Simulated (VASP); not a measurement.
## GaSn4: relaxation of cell and atoms with PBE

GaSn4:

```
Ga Sn
1.0
    -3.20675    3.20675    3.20675
     3.20675   -3.20675    3.20675
     3.20675    3.20675   -3.20675
Ga Sn
1 4
Direct
  0.00000 0.00000 0.00000
  0.00000 0.00000 0.50000
  0.50000 0.00000 0.00000
  0.00000 0.50000 0.00000
  0.50000 0.50000 0.50000
```

The cell was built from a structure type or drawn by symmetry, and may not be a known phase.

```json
{
  "Program": "VASP 6.6.1",
  "Task": "relaxation of cell and atoms",
  "Functional": "PBE",
  "Potentials or basis": "VASP PAW PBE potentials, release 64 (Ga_d, Sn_d)",
  "Cutoff": "600 eV",
  "k mesh": "4 × 4 × 4",
  "Occupations": "gaussian, width 0.1 eV",
  "Spin": "no spin polarisation",
  "Dipole correction": "no",
  "Further INCAR settings": "ALGO = Fast; EDIFF = 1e-06; IBRION = 2; EDIFFG = -0.04; NSW = 90; ISIF = 3"
}
```

* Relaxed volume: 29.23 Å³/atom
* Relaxed cell: a = 5.747 Å, b = 5.747 Å, c = 5.747 Å, α = 109.47°, β = 109.47°, γ = 109.47°
* Space group after relaxing (to 0.1 Å): Im-3m (No. 229)
* Energy gained by relaxing: 42.4 meV/atom
* Ionic steps: 3
* Pressure after relaxing: 0.0 GPa
* Band gap on the k mesh: zero (an odd number of electrons rules out a gap without spin polarisation)

The path:
```
step  energy change (eV)  largest force (eV/Å)  pressure (GPa)  volume (Å³)
   1              0.0000                0.0000            5.30       131.90
   2             -0.2047                0.0000           -0.76       149.28
   3             -0.2120                0.0000            0.03       146.14
```

Final structure:
```
Ga Sn
1.0
    -3.31820    3.31820    3.31820
     3.31820   -3.31820    3.31820
     3.31820    3.31820   -3.31820
Ga Sn
1 4
Direct
  0.00000 0.00000 0.00000
  0.00000 0.00000 0.50000
  0.50000 0.00000 0.00000
  0.00000 0.50000 0.00000
  0.50000 0.50000 0.50000
```

Levels at points of the mesh, in eV from the Fermi level:
```csv
k point,band 30,band 31,band 32,band 33,band 34,band 35,band 36,band 37,band 38,band 39
"(0.00, 0.00, 0.00)",-3.81,-3.81,-3.81,-3.41,-2.00,-2.00,-2.00,2.55,2.55,3.21
"(0.50, 0.00, 0.00)",-4.71,-3.69,-1.18,-1.07,-0.20,0.15,0.63,1.15,1.69,2.42
"(0.50, 0.50, 0.50)",-3.90,-3.90,-2.99,-0.55,-0.55,-0.55,2.47,2.47,2.47,3.10
```

It took 6.7 min on 1 thread of Intel Xeon 8259CL, on a shared host, peak memory 0.35 GiB.

Caveat: spin-orbit coupling is left out, which moves the levels of the heavy elements.
